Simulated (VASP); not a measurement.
Write the native input for VASP 6.6.1 that does the following.

| Quantity | Value |
| --- | --- |
| Task | single point |
| Functional | PBEsol |
| Potentials or basis | VASP PAW PBE potentials, release 64 (I, Na_pv) |
| Cutoff | 520 eV |
| k mesh | 7 × 7 × 7 |
| Occupations | fermi-dirac, width 0.05 eV |
| Spin | no spin polarisation |
| Dipole correction | no |
| Further INCAR settings | ALGO = Normal; EDIFF = 1e-07; NBANDS = 14 |

The structure of NaI lies in POSCAR:

```
NaI
1.0
    0.0000000000      2.7783839703      2.7783839703
    2.7783839703      0.0000000000      2.7783839703
    2.7783839703      2.7783839703      0.0000000000
I Na
1 1
Direct
    0.5000000000      0.5000000000      0.5000000000
    0.0000000000      0.0000000000      0.0000000000
```

One way to write it, as run:

INCAR

```
ALGO = Normal ; EDIFF = 1E-7
ENCUT = 520 ; GGA = PS
ISIF = 2 ; ISMEAR = -1
LASPH = T ; LCHARG = F
LREAL = F ; LWAVE = F
NBANDS = 14 ; NELM = 80
PREC = Accurate ; SIGMA = 0.05
```

KPOINTS

```
k-points
0
Gamma
  7 7 7
```

Potentials or basis: VASP PAW PBE potentials, release 64 (I, Na_pv).

Command:

```bash
$ cat potpaw_PBE.64/I/POTCAR potpaw_PBE.64/Na_pv/POTCAR > POTCAR
$ mpirun -np 1 vasp_std > vasp.out
```

Results of the run:

```yaml
Pressure: 20.2 GPa
Band_gap_on_the_k_mesh: 4.12 eV (least direct gap 5.34 eV)
```

Caveat: the cell stands under pressure; the PAW data sets were made with another functional, which shifts forces and pressure a little; spin-orbit coupling is left out, which moves the levels of the heavy elements; an odd mesh through Γ misses points on the zone boundary, where band edges can lie.

Wall time 8.3 s on 1 thread of Intel(R) Xeon(R) Platinum 8488C (Sapphire Rapids), on a shared host, peak memory 0.17 GiB.
